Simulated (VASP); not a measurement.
# GaN (F-43m) in VASP: further runs

The runs below take GaN through single point, with PBE0, B3LYP5, RPBE+D3(BJ), PBEsol+D3(BJ).

Everything below comes from runs of VASP 6.6.1. Logs are shortened: lines on timing, memory, paths and dates and some standing lists are left out, and cuts for length are marked.

## Step 1: The cell of the first run

Symmetry: F-43m, No. 216, cubic system. The conventional cell has a = 4.507 Å, b = 4.507 Å, c = 4.507 Å, α = 90.00°, β = 90.00°, γ = 90.00°. Within 2.6 Å of Ga (site symmetry -43m) lie 4 N at 1.95 Å. N (site symmetry -43m) has 4 Ga at 1.95 Å within 2.6 Å.

## Step 2: Single point, PBE0, non-collinear spin, zero start, spin-orbit coupling

Contents of POSCAR:

```
GaN
1.0
    0.0000000000      2.2535006075      2.2535006075
    2.2535006075      0.0000000000      2.2535006075
    2.2535006075      2.2535006075      0.0000000000
Ga N
1 1
Direct
    0.0000000000      0.0000000000      0.0000000000
    0.2500000000      0.2500000000      0.2500000000
```

Contents of INCAR.step1:

```
SYSTEM = GaN
PREC = Accurate
ENCUT = 520
EDIFF = 1E-5
ISMEAR = -1
SIGMA = 0.05
LREAL = .False.
LASPH = .True.
NELM = 150
ALGO = Normal
ISIF = 2
LWAVE = .True.
MAGMOM = 0 0 0 0 0 0
LORBIT = 11
LSORBIT = .True.
GGA_COMPAT = .False.
LORBMOM = .True.
GGA = PE
NBANDS = 30
```

Contents of INCAR.step2:

```
SYSTEM = GaN
PREC = Accurate
ENCUT = 520
EDIFF = 1E-6
ISMEAR = -1
SIGMA = 0.05
LREAL = .False.
LASPH = .True.
NELM = 150
ALGO = Normal
ISIF = 2
LWAVE = .False.
LCHARG = .True.
MAGMOM = 0 0 0 0 0 0
LORBIT = 11
LSORBIT = .True.
GGA_COMPAT = .False.
LORBMOM = .True.
GGA = PE
LHFCALC = .True.
AEXX = 0.25
PRECFOCK = Normal
LVHAR = .True.
ISTART = 1
NBANDS = 30
```

Contents of KPOINTS:

```
regular mesh
0
Gamma
  4 4 4
  0 0 0
```

Potentials or basis: VASP PAW PBE potentials, release 64 (Ga_d, N).

Launch:

```sh
> cat potpaw_PBE.64/Ga_d/POTCAR potpaw_PBE.64/N/POTCAR > POTCAR
> cp INCAR.step1 INCAR
> mpirun -np 1 vasp_ncl > vasp.out
> cp INCAR.step2 INCAR
> mpirun -np 1 vasp_ncl > vasp.out
```

OUTCAR:

```text
SYSTEM = GaN
   PREC = Accurate
   ENCUT = 520
   EDIFF = 1E-6
   ISMEAR = -1
   LREAL = .False.
   LASPH = .True.
   NELM = 150
   ISIF = 2
   LORBIT = 11
   LSORBIT = .True.
   GGA = PE
   LHFCALC = .True.
   AEXX = 0.25
   PRECFOCK = Normal
   ISTART = 1

 ion  position               nearest neighbor table
   1  0.000  0.000  0.000-   2 1.95   2 1.95   2 1.95   2 1.95
   2  0.250  0.250  0.250-   1 1.95   1 1.95   1 1.95   1 1.95

  LATTYP: Found a face centered cubic cell.
 ALAT       =     4.5070012150

  Lattice vectors:

 A1 = (   0.0000000000,   2.2535006075,   2.2535006075)
 A2 = (   2.2535006075,   0.0000000000,   2.2535006075)
 A3 = (   2.2535006075,   2.2535006075,   0.0000000000)

Analysis of symmetry for initial positions (statically):
=====================================================================
 Subroutine PRICEL returns:
 Original cell was already a primitive cell.

 Routine SETGRP: Setting up the symmetry group for a
 face centered cubic supercell.

 Subroutine GETGRP returns: Found 24 space group operations
 (whereof 24 operations were pure point group operations)
 out of a pool of 48 trial point group operations.

The static configuration has the point symmetry T_d .

Analysis of symmetry for dynamics (positions and initial velocities):
=====================================================================
 Subroutine PRICEL returns:
 Original cell was already a primitive cell.

 Routine SETGRP: Setting up the symmetry group for a
 face centered cubic supercell.

 Subroutine GETGRP returns: Found 24 space group operations
 (whereof 24 operations were pure point group operations)
 out of a pool of 48 trial point group operations.

The dynamic configuration has the point symmetry T_d .

Analysis of structural, dynamic, and magnetic symmetry:
=====================================================================
 Subroutine PRICEL returns:
 Original cell was already a primitive cell.

 Routine SETGRP: Setting up the symmetry group for a
 face centered cubic supercell.

 Subroutine GETGRP returns: Found 24 space group operations
 (whereof 24 operations were pure point group operations)
 out of a pool of 48 trial point group operations.

The overall configuration has the point symmetry T_d .

 Subroutine INISYM returns: Found 24 space group operations
 (whereof 24 operations are pure point group operations),
 and found     1 'primitive' translations

----------------------------------------------------------------------------------------
[... 498 lines left out ...]
 -----------------------------------------------------------------------------------
    total drift:                                0.000004     -0.000001     -0.000005

  FREE ENERGIE OF THE ION-ELECTRON SYSTEM (eV)
  ---------------------------------------------------
  free  energy   TOTEN  =       -15.6565889197 eV

  energy  without entropy=      -15.6565889197  energy(sigma->0) =      -15.65658892

 orbital moment (x)

 # of ion     p       d       tot
 ----------------------------------------
  1        -0.000   0.000   0.000
  2        -0.000   0.000  -0.000
 ----------------------------------------
           -0.000   0.000   0.000

 orbital moment (y)

 # of ion     p       d       tot
 ----------------------------------------
  1        -0.000   0.000   0.000
  2         0.000   0.000   0.000
 ----------------------------------------
            0.000   0.000   0.000

 orbital moment (z)

 # of ion     p       d       tot
 ----------------------------------------
  1        -0.000   0.000   0.000
  2        -0.000   0.000  -0.000
 ----------------------------------------
           -0.000   0.000   0.000

 Spin-Orbit-Coupling matrix elements

 Ion:    1  E_soc:     -0.0097510
 l=   1
     0.0000000    -0.0008833    -0.0008833
    -0.0008833     0.0000000    -0.0008833
    -0.0008833    -0.0008833     0.0000000
 l=   2
     0.0000000    -0.0001549     0.0000000    -0.0001549    -0.0005870
    -0.0001549     0.0000000    -0.0004403    -0.0001548    -0.0001468
     0.0000000    -0.0004403     0.0000000    -0.0004403     0.0000000
    -0.0001549    -0.0001548    -0.0004403     0.0000000    -0.0001468
    -0.0005870    -0.0001468     0.0000000    -0.0001468     0.0000000
 l=   3
     0.0000000     0.0000000     0.0000000     0.0000000     0.0000000     0.0000000     0.0000000
     0.0000000     0.0000000     0.0000000     0.0000000     0.0000000     0.0000000     0.0000000
     0.0000000     0.0000000     0.0000000     0.0000000     0.0000000     0.0000000     0.0000000
     0.0000000     0.0000000     0.0000000     0.0000000     0.0000000     0.0000000     0.0000000
     0.0000000     0.0000000     0.0000000     0.0000000     0.0000000     0.0000000     0.0000000
     0.0000000     0.0000000     0.0000000     0.0000000     0.0000000     0.0000000     0.0000000
     0.0000000     0.0000000     0.0000000     0.0000000     0.0000000     0.0000000     0.0000000

 Ion:    2  E_soc:     -0.0000912
 l=   1
     0.0000000    -0.0000152    -0.0000152
    -0.0000152     0.0000000    -0.0000152
    -0.0000152    -0.0000152     0.0000000
 l=   2
     0.0000000     0.0000000     0.0000000     0.0000000     0.0000000
     0.0000000     0.0000000     0.0000000     0.0000000     0.0000000
     0.0000000     0.0000000     0.0000000     0.0000000     0.0000000
     0.0000000     0.0000000     0.0000000     0.0000000     0.0000000
     0.0000000     0.0000000     0.0000000     0.0000000     0.0000000
 l=   3
     0.0000000     0.0000000     0.0000000     0.0000000     0.0000000     0.0000000     0.0000000
     0.0000000     0.0000000     0.0000000     0.0000000     0.0000000     0.0000000     0.0000000
     0.0000000     0.0000000     0.0000000     0.0000000     0.0000000     0.0000000     0.0000000
     0.0000000     0.0000000     0.0000000     0.0000000     0.0000000     0.0000000     0.0000000
     0.0000000     0.0000000     0.0000000     0.0000000     0.0000000     0.0000000     0.0000000
     0.0000000     0.0000000     0.0000000     0.0000000     0.0000000     0.0000000     0.0000000
     0.0000000     0.0000000     0.0000000     0.0000000     0.0000000     0.0000000     0.0000000

 total charge

# of ion       s       p       d       tot
------------------------------------------
    1        0.750   0.894  10.200  11.844
    2        1.216   2.546   0.000   3.762
--------------------------------------------------
tot          1.965   3.441  10.200  15.606

 magnetization (x)

# of ion       s       p       d       tot
------------------------------------------
    1        0.000   0.000  -0.000   0.000
    2        0.000  -0.000   0.000  -0.000
--------------------------------------------------
tot          0.000  -0.000  -0.000  -0.000

 magnetization (y)

# of ion       s       p       d       tot
------------------------------------------
    1        0.000  -0.000   0.000  -0.000
    2        0.000   0.000   0.000   0.000
--------------------------------------------------
tot          0.000  -0.000   0.000  -0.000

 magnetization (z)

# of ion       s       p       d       tot
------------------------------------------
    1        0.000   0.000   0.000   0.000
    2        0.000   0.000   0.000   0.000
--------------------------------------------------
tot          0.000   0.000   0.000   0.000
```

OUTCAR.step1:

```text
SYSTEM = GaN
   PREC = Accurate
   ENCUT = 520
   EDIFF = 1E-5
   ISMEAR = -1
   LREAL = .False.
   LASPH = .True.
   NELM = 150
   ISIF = 2
   LORBIT = 11
   LSORBIT = .True.
   GGA = PE

[... 644 lines left out ...]
 magnetization (y)

# of ion       s       p       d       tot
------------------------------------------
    1        0.000   0.000   0.000   0.000
    2        0.000  -0.000   0.000  -0.000
--------------------------------------------------
tot          0.000  -0.000   0.000   0.000

 magnetization (z)

# of ion       s       p       d       tot
------------------------------------------
    1        0.000   0.000   0.000   0.000
    2       -0.000  -0.000   0.000  -0.000
--------------------------------------------------
tot         -0.000  -0.000   0.000  -0.000
```

Run time: 19 min. Hardware: 1 thread of AMD EPYC 7R13 (Zen 3), shared host; peak memory 0.18 GiB.

What came out:

```
Free energy                                           : -15.6566 eV
Pressure                                              : -1.5 GPa
Net moment                                            : 0.00 μB per cell
Valence electrons inside the program's atomic spheres : Ga 11.84; N 3.76
```

Moments on the atoms (μB; x, y, z):
```
Ga  0.00 0.00 0.00
N   0.00 0.00 0.00
```

Caveat: the k points lie up to 0.60 Å⁻¹ apart; the PAW data sets were made with another functional, which shifts forces and pressure a little.

(Part 1 of 2 ends here.)
